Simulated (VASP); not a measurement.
# CO2 (Cmce) in VASP: notebook

The runs below take CO2 through single point, with PBE.

All numbers are computed with VASP 6.6.1; they aren't measurements. Logs are shortened: lines on timing, memory, paths and dates and some standing lists are left out, and cuts for length are marked.

### 1 The cell of the first run

Symmetry: Cmce, No. 64, orthorhombic system. Conventional cell: a = 5.175 Å, b = 4.645 Å, c = 6.339 Å, α = 90.00°, β = 90.00°, γ = 90.00°. C (site symmetry 2/m) has 2 O at 1.20 Å within 1.6 Å. Within 1.6 Å of O (site symmetry m) lie 1 C at 1.20 Å.

### 2 Single point, PBE (strained)

Contents of INCAR:

```
  PREC = Accurate
  ENCUT = 520
  EDIFF = 1E-6
  ISMEAR = 0
  SIGMA = 0.02
  LREAL = False
  LASPH = True
  NELM = 80
  ALGO = Normal
  ISIF = 2
  LWAVE = False
  LCHARG = False
  GGA = PE
  NBANDS = 25
```

Contents of KPOINTS:

```
regular mesh
0
Gamma
  6 6 4
```

Contents of POSCAR:

```
CO2
1.0
    2.5877267727     -2.3225608040      0.0000000000
    2.5877267727      2.3225608040      0.0000000000
    0.0000000000      0.0000000000      6.3387066724
C O
2 4
Direct
    0.0000000000      0.0000000000      0.0000000000
    0.5000000000      0.5000000000      0.5000000000
    0.7978650883      0.2021349117      0.8826132027
    0.2021349117      0.7978650883      0.1173867973
    0.7021349117      0.2978650883      0.3826132027
    0.2978650883      0.7021349117      0.6173867973
```

Potentials or basis: VASP PAW PBE potentials, release 64 (C, O).

On the command line:

```sh
cat potpaw_PBE.64/C/POTCAR potpaw_PBE.64/O/POTCAR > POTCAR
mpirun -np 1 vasp_std > vasp.out
```

OUTCAR:

```text
PREC = Accurate
   ENCUT = 520
   EDIFF = 1E-6
   ISMEAR = 0
   LREAL = False
   LASPH = True
   NELM = 80
   ISIF = 2
   GGA = PE

 ion  position               nearest neighbor table
   1  0.000  0.000  0.000-   3 1.20   4 1.20
   2  0.500  0.500  0.500-   5 1.20   6 1.20
   3  0.798  0.202  0.883-   1 1.20
   4  0.202  0.798  0.117-   1 1.20
   5  0.702  0.298  0.383-   2 1.20
   6  0.298  0.702  0.617-   2 1.20

  LATTYP: Found a base centered orthorhombic cell.
 ALAT       =     4.6451216080
 B/A-ratio  =     1.1141696563
 C/A-ratio  =     1.3645943438

  Lattice vectors:

 A1 = (  -2.5877267727,  -2.3225608040,   0.0000000000)
 A2 = (   2.5877267727,  -2.3225608040,   0.0000000000)
 A3 = (   0.0000000000,   0.0000000000,   6.3387066724)

Analysis of symmetry for initial positions (statically):
=====================================================================
 Subroutine PRICEL returns:
 Original cell was already a primitive cell.

 Routine SETGRP: Setting up the symmetry group for a
 base centered orthorhombic supercell.

 Subroutine GETGRP returns: Found  8 space group operations
 (whereof  4 operations were pure point group operations)
 out of a pool of  8 trial point group operations.

The static configuration has the point symmetry C_2h.
 The point group associated with its full space group is D_2h.

Analysis of symmetry for dynamics (positions and initial velocities):
=====================================================================
 Subroutine PRICEL returns:
 Original cell was already a primitive cell.

 Routine SETGRP: Setting up the symmetry group for a
 base centered orthorhombic supercell.

 Subroutine GETGRP returns: Found  8 space group operations
 (whereof  4 operations were pure point group operations)
 out of a pool of  8 trial point group operations.

The dynamic configuration has the point symmetry C_2h.
 The point group associated with its full space group is D_2h.

 Subroutine INISYM returns: Found  8 space group operations
 (whereof  4 operations are pure point group operations),
 and found     1 'primitive' translations

----------------------------------------------------------------------------------------

                                     Primitive cell

  volume of cell :      76.1932

  direct lattice vectors                    reciprocal lattice vectors
     2.587726773 -2.322560804  0.000000000     0.193219781 -0.215279617  0.000000000
     2.587726773  2.322560804  0.000000000     0.193219781  0.215279617  0.000000000
     0.000000000  0.000000000  6.338706672     0.000000000  0.000000000  0.157760889

  length of vectors
     3.477156674  3.477156674  6.338706672     0.289273568  0.289273568  0.157760889

  position of ions in fractional coordinates (direct lattice)
     0.000000000  0.000000000  0.000000000
     0.500000000  0.500000000  0.500000000
     0.797865088  0.202134912  0.882613203
     0.202134912  0.797865088  0.117386797
     0.702134912  0.297865088  0.382613203
     0.297865088  0.702134912  0.617386797

  ion indices of the primitive-cell ions
   primitive index   ion index
                 1           1
                 2           2
                 3           3
                 4           4
                 5           5
                 6           6

----------------------------------------------------------------------------------------

 KPOINTS: regular mesh

Automatic generation of k-mesh.
 Grid dimensions read from file:
 generate k-points for:    6    6    4

 Generating k-lattice:

  Cartesian coordinates                     Fractional coordinates (reciprocal lattice)
     0.032203297 -0.035879936  0.000000000     0.166666667  0.000000000  0.000000000
     0.032203297  0.035879936  0.000000000     0.000000000  0.166666667  0.000000000
     0.000000000  0.000000000  0.039440222     0.000000000  0.000000000  0.250000000

  Length of vectors
     0.048212261  0.048212261  0.039440222

  Shift w.r.t. Gamma in fractional coordinates (k-lattice)
     0.000000000  0.000000000  0.000000000

 Subroutine IBZKPT returns following result:
 ===========================================

 Found     39 irreducible k-points:

 Following reciprocal coordinates:
            Coordinates               Weight
  0.000000  0.000000  0.000000      1.000000
  0.166667  0.000000  0.000000      4.000000
  0.333333  0.000000  0.000000      4.000000
  0.500000  0.000000  0.000000      2.000000
  0.166667  0.166667  0.000000      2.000000
  0.333333  0.166667  0.000000      4.000000
[... 16 lines left out ...]
  0.333333  0.333333  0.250000      4.000000
  0.500000  0.333333  0.250000      8.000000
 [... further k-points ...]
   k-points           NKPTS =     39   k-points in BZ     NKDIM =     39   number of bands    NBANDS=     25
   number of dos      NEDOS =    301   number of ions     NIONS =      6
   total plane-waves  NPLWV =  37632
   dimension x,y,z NGX =    28 NGY =   28 NGZ =   48
   dimension x,y,z NGXF=    56 NGYF=   56 NGZF=   96
   ions per type =               2   4
   NGX,Y,Z   is equivalent  to a cutoff of  13.39, 13.39, 12.59 a.u.
   NGXF,Y,Z  is equivalent  to a cutoff of  26.77, 26.77, 25.18 a.u.
 SYSTEM =  unknown system
   PREC   = accura    normal or accurate (medium, high low for compatibility)
   ISTART =      0    job   : 0-new  1-cont  2-samecut
   ICHARG =      2    charge: 1-file 2-atom 10-const
   ISPIN  =      1    spin polarized calculation?
   LNONCOLLINEAR =      F non collinear calculations
   LSORBIT =      F    spin-orbit coupling
   LASPH  =      T    aspherical Exc in radial PAW
   ENCUT  =  520.0 eV  38.22 Ry    6.18 a.u.   6.47  6.47 11.79*2*pi/ulx,y,z
   NELM   =     80;   NELMIN=  2; NELMDL= -5     # of ELM steps
   EDIFF  = 0.1E-05   stopping-criterion for ELM
   LREAL  =      F    real-space projection
   EDIFFG = 0.1E-04   stopping-criterion for IOM
   NSW    =      0    number of steps for IOM
   IBRION =     -1    ionic relax: 0-MD 1-quasi-New 2-CG
   NFREE  =      0    steps in history (QN), initial steepest desc. (CG)
   ISIF   =      2    stress and relaxation
   ISYM   =      2    0-nonsym 1-usesym 2-fastsym
   POTIM  = 0.5000    time-step for ionic-motion
   TEBEG  =    0.0;   TEEND  =   0.0 temperature during run
   PSTRESS=    0.0 pullay stress
   NELECT =      32.0000    total number of electrons
   NUPDOWN=      -1.0000    fix difference up-down
   EMIN   =  10.00;   EMAX   =-10.00  energy-range for DOS
   EFERMI =   0.00;   METHOD = LEGACY
   ISMEAR =     0;   SIGMA  =   0.02  broadening in eV -4-tet -1-fermi 0-gaus
   EFERMI_NEDOS =   21; number of points for ismear=-14 and -15
   IALGO  =     38    algorithm
   IMIX   =      4    mixing-type and parameters
     AMIX     =   0.40;   BMIX     =  1.00
     AMIX_MAG =   1.60;   BMIX_MAG =  1.00
  volume/ion in A,a.u.               =      12.70        85.70
  Fermi-wavevector in a.u.,A,eV,Ry     =   1.225988  2.316781 20.450179  1.503046
  Thomas-Fermi vector in A             =   2.361005
   LORBIT       =      0    0 simple, 1 ext, 2 COOP (PROOUT), +10 PAW based schemes
   GGA     = PE    functional components
   LHFCALC =     F    Hartree Fock is set to
   AEXX    =    0.0000 exact exchange contribution
   IVDW    =     0    specifies the selected vdW correction
   LEPSILON=     F    determine dielectric tensor
   LRPA    =     F    only Hartree local field effects (RPA)
 non-spin polarized calculation
 Gauss-broadening in eV      SIGMA  =   0.02
  energy-cutoff  :      520.00
  volume of cell :       76.19
 maximum number of plane-waves:      2078
 NGX is ok and might be reduce to    28
   NGX = 13   NGY = 13   NGZ = 23

 number of electron      32.0000007 magnetization

 Free energy of the ion-electron system (eV)
  ---------------------------------------------------
  ext. energy  EPLUGINS =         0.00000000
  ---------------------------------------------------
  free energy    TOTEN  =       -45.70830182 eV

  energy without entropy =      -45.70830182  energy(sigma->0) =      -45.70830182

 E-fermi :  -2.2912     XC(G=0):  -8.6575

 val. band max:       -2.3979077799   @ k =   0.5000   0.5000   0.0000
 cond. band min:       3.9329212464   @ k =   0.0000   0.0000   0.0000
 fundamental gap:      6.3308290263
 Fermi energy:        -2.2911955365

 k-point     1 :       0.0000    0.0000    0.0000
  band No.  band energies     occupation
      1     -23.1289      2.00000
      2     -22.8445      2.00000
      3     -21.8573      2.00000
      4     -21.7121      2.00000
      5      -7.9418      2.00000
      6      -7.8988      2.00000
[... 17 lines left out ...]
     24      13.2217      0.00000
     25      13.6805      0.00000

 k-point     2 :       0.1667    0.0000    0.0000
  band No.  band energies     occupation
      1     -23.0764      2.00000
      2     -22.8245      2.00000
      3     -21.8606      2.00000
      4     -21.7400      2.00000
      5      -8.1339      2.00000
      6      -7.9768      2.00000
[... 17 lines left out ...]
     24      13.0108      0.00000
     25      13.0244      0.00000

 k-point     3 :       0.3333    0.0000    0.0000
  band No.  band energies     occupation
      1     -22.9496      2.00000
      2     -22.7962      2.00000
      3     -21.8670      2.00000
      4     -21.8045      2.00000
      5      -8.3110      2.00000
      6      -8.0978      2.00000
[... 17 lines left out ...]
     24      12.1379      0.00000
     25      12.5301      0.00000

 k-point     4 :       0.5000    0.0000    0.0000
  band No.  band energies     occupation
      1     -22.8312      2.00000
      2     -22.8312      2.00000
      3     -21.8562      2.00000
      4     -21.8562      2.00000
      5      -8.2776      2.00000
      6      -8.2776      2.00000
[... 17 lines left out ...]
     24      11.6880      0.00000
     25      12.2417      0.00000

 k-point     5 :       0.1667    0.1667    0.0000
  band No.  band energies     occupation
      1     -23.0469      2.00000
      2     -22.7948      2.00000
      3     -21.8613      2.00000
      4     -21.7535      2.00000
      5      -8.1067      2.00000
      6      -7.9661      2.00000
[... 17 lines left out ...]
     24      13.0063      0.00000
     25      13.7127      0.00000

 k-point     6 :       0.3333    0.1667    0.0000
  band No.  band energies     occupation
      1     -22.9432      2.00000
      2     -22.7531      2.00000
      3     -21.8666      2.00000
      4     -21.8063      2.00000
      5      -8.2406      2.00000
      6      -8.1413      2.00000
[... 17 lines left out ...]
     24      12.5667      0.00000
     25      12.6134      0.00000
[... 393 lines left out ...]
 k-point    21 :      -0.3333    0.1667    0.2500
  band No.  band energies     occupation
      1     -22.8652      2.00000
      2     -22.8091      2.00000
      3     -21.8652      2.00000
      4     -21.8333      2.00000
      5      -8.3011      2.00000
      6      -8.0138      2.00000
[... 17 lines left out ...]
     24      11.8303      0.00000
     25      12.1690      0.00000

 k-point    22 :      -0.1667    0.1667    0.2500
  band No.  band energies     occupation
      1     -22.9815      2.00000
      2     -22.8454      2.00000
      3     -21.8492      2.00000
      4     -21.7835      2.00000
      5      -8.2583      2.00000
      6      -7.9192      2.00000
[... 17 lines left out ...]
     24      12.5390      0.00000
     25      12.6745      0.00000

 k-point    23 :       0.3333    0.3333    0.2500
  band No.  band energies     occupation
      1     -22.8524      2.00000
      2     -22.7236      2.00000
      3     -21.8628      2.00000
      4     -21.8382      2.00000
      5      -8.4163      2.00000
      6      -8.1666      2.00000
[... 17 lines left out ...]
     24      12.2190      0.00000
     25      12.6534      0.00000

 k-point    24 :       0.5000    0.3333    0.2500
  band No.  band energies     occupation
      1     -22.7906      2.00000
      2     -22.7038      2.00000
      3     -21.8705      2.00000
      4     -21.8671      2.00000
      5      -8.4609      2.00000
      6      -8.1458      2.00000
[... 17 lines left out ...]
     24      11.6441      0.00000
     25      12.0000      0.00000

 [... further k-points ...]

------------------------ aborting loop because EDIFF is reached ----------------------------------------

  FORCE on cell =-STRESS in cart. coord.  units (eV):
  Direction    XX          YY          ZZ          XY          YZ          ZX
  --------------------------------------------------------------------------------------
  -------------------------------------------------------------------------------------
  Total        1.6448431     -5.0564367     -2.4883237      0.0000000     -0.0000000      0.0000000
  in kB       34.5874780   -106.3258815    -52.3240437      0.0000000     -0.0000000      0.0000000
  external PRESSURE =     -41.3541490 kB  Pullay stress =       0.0000000 kB

 VOLUME and BASIS-vectors are now :
 -----------------------------------------------------------------------------
  energy-cutoff  :      520.00
  volume of cell :       76.19
      direct lattice vectors                 reciprocal lattice vectors
     2.587726773 -2.322560804  0.000000000     0.193219781 -0.215279617  0.000000000
     2.587726773  2.322560804  0.000000000     0.193219781  0.215279617  0.000000000
     0.000000000  0.000000000  6.338706672     0.000000000  0.000000000  0.157760889

 POSITION                                       TOTAL-FORCE (eV/Angst)
 -----------------------------------------------------------------------------------
      0.00000      0.00000      0.00000         0.000000     -0.000000      0.000000
      2.58773      0.00000      3.16935         0.000000     -0.000000      0.000000
      2.58773     -1.38362      5.59463         0.000000     -1.858094      1.553420
      2.58773      1.38362      0.74408         0.000000      1.858094     -1.553420
      2.58773     -0.93894      2.42527         0.000000      1.858094      1.553420
      2.58773      0.93894      3.91343         0.000000     -1.858094     -1.553420
 -----------------------------------------------------------------------------------
    total drift:                                0.000000      0.000000      0.000000

  FREE ENERGIE OF THE ION-ELECTRON SYSTEM (eV)
  ---------------------------------------------------
  free  energy   TOTEN  =       -45.7083018196 eV

  energy  without entropy=      -45.7083018196  energy(sigma->0) =      -45.70830182
```

Run time: 68 s. Hardware: 1 thread of Intel Xeon Platinum 8259CL at 2.50GHz (Skylake/Cascade Lake), shared host; peak memory 0.2 GiB.

What came out:

- Free energy: -45.7083 eV
- Pressure: -4.1 GPa
- Largest force: 2.422 eV/Å
- Band gap on the k mesh: 6.33 eV (least direct gap 6.94 eV)

Forces in eV/Å, atoms in the order of the input:
```
C    0.000  0.000  0.000
C    0.000  0.000  0.000
O    0.000 -1.858  1.553
O    0.000  1.858 -1.553
O    0.000  1.858  1.553
O    0.000 -1.858 -1.553
```

Caveat: the cell differs from its parent crystal (strained); the stress differs along the axes, from -11 to 3 GPa; this functional lacks dispersion, which holds the molecules together, so the pressure and a relaxed volume are unreliable; forces of over 1 eV/Å act on the atoms, so gaps and moduli don't describe the material at rest.

### 3 Single point, PBE

This run uses another cell than the first one, of 13.82 Å³/atom.

Contents of INCAR:

```
SYSTEM = CO2
PREC = Accurate ; ENCUT = 520
EDIFF = 1E-6 ; ISMEAR = 0
SIGMA = 0.02 ; LREAL = .FALSE.
LASPH = .TRUE. ; NELM = 80
ALGO = Normal ; ISIF = 2
LWAVE = .FALSE. ; LCHARG = .FALSE.
GGA = PE ; NBANDS = 25
```

Contents of KPOINTS:

```
regular mesh
0
G
  6 6 4
  0 0 0
```

Contents of POSCAR:

```
CO2
1.0
    2.6359112300     -2.3873781200      0.0000000000
    2.6359112300      2.3873781200      0.0000000000
    0.0000000000      0.0000000000      6.5871749100
C O
2 4
Direct
    0.0000000000      0.0000000000      0.0000000000
    0.5000000000      0.5000000000      0.5000000000
    0.8065085700      0.1934914300      0.8918433900
    0.1934914300      0.8065085700      0.1081566100
    0.6934914300      0.3065085700      0.3918433900
    0.3065085700      0.6934914300      0.6081566100
```

Potentials or basis: VASP PAW PBE potentials, release 64 (C, O).

On the command line:

```sh
cat potpaw_PBE.64/C/POTCAR potpaw_PBE.64/O/POTCAR > POTCAR
mpirun -np 1 vasp_std > vasp.out
```

It took 76 s on 1 thread of Intel Xeon Platinum 8259CL at 2.50GHz (Skylake/Cascade Lake), shared host; peak memory 0.21 GiB.

It converged, with:

```
Free energy            : -45.9526 eV
Pressure               : 4.3 GPa
Largest force          : 0.785 eV/Å
Band gap on the k mesh : 6.61 eV (least direct gap 7.17 eV)
```

Forces on the atoms (eV/Å):
```
C    0.000  0.000  0.000
C    0.000  0.000  0.000
O    0.000  0.626 -0.475
O    0.000 -0.626  0.475
O    0.000 -0.626 -0.475
O    0.000  0.626  0.475
```

Stress tensor (GPa, compression positive):
```
2.08 0.00 0.00
0.00 6.39 0.00
0.00 0.00 4.40
```

Levels at points of the mesh, in eV from the valence-band top:
| k point | band 12 | band 13 | band 14 | band 15 | band 16 | band 17 | band 18 | band 19 | band 20 | band 21 |
| --- | --- | --- | --- | --- | --- | --- | --- | --- | --- | --- |
| (0.00, 0.00, 0.00) | -3.47 | -0.96 | -0.92 | -0.61 | -0.56 | 6.61 | 7.13 | 7.68 | 7.80 | 8.69 |
| (0.50, 0.00, 0.00) | -3.65 | -0.69 | -0.69 | -0.28 | -0.28 | 7.58 | 7.58 | 8.57 | 8.57 | 9.82 |
| (0.50, 0.50, 0.00) | -3.58 | -0.98 | -0.63 | -0.33 | 0.00 | 7.79 | 8.83 | 8.93 | 9.00 | 10.29 |
| (0.00, 0.00, 0.50) | -3.52 | -0.79 | -0.79 | -0.72 | -0.72 | 7.46 | 7.46 | 7.69 | 7.69 | 8.24 |
| (0.50, 0.00, 0.50) | -3.57 | -0.76 | -0.76 | -0.24 | -0.24 | 7.65 | 7.65 | 8.61 | 8.61 | 9.67 |
| (0.50, 0.50, 0.50) | -4.02 | -0.67 | -0.67 | -0.30 | -0.30 | 8.36 | 8.36 | 8.87 | 8.87 | 11.18 |

Caveat: the cell stands under pressure; this functional lacks dispersion, which holds the molecules together, so the pressure and a relaxed volume are unreliable.

[end of part 1 of 2]
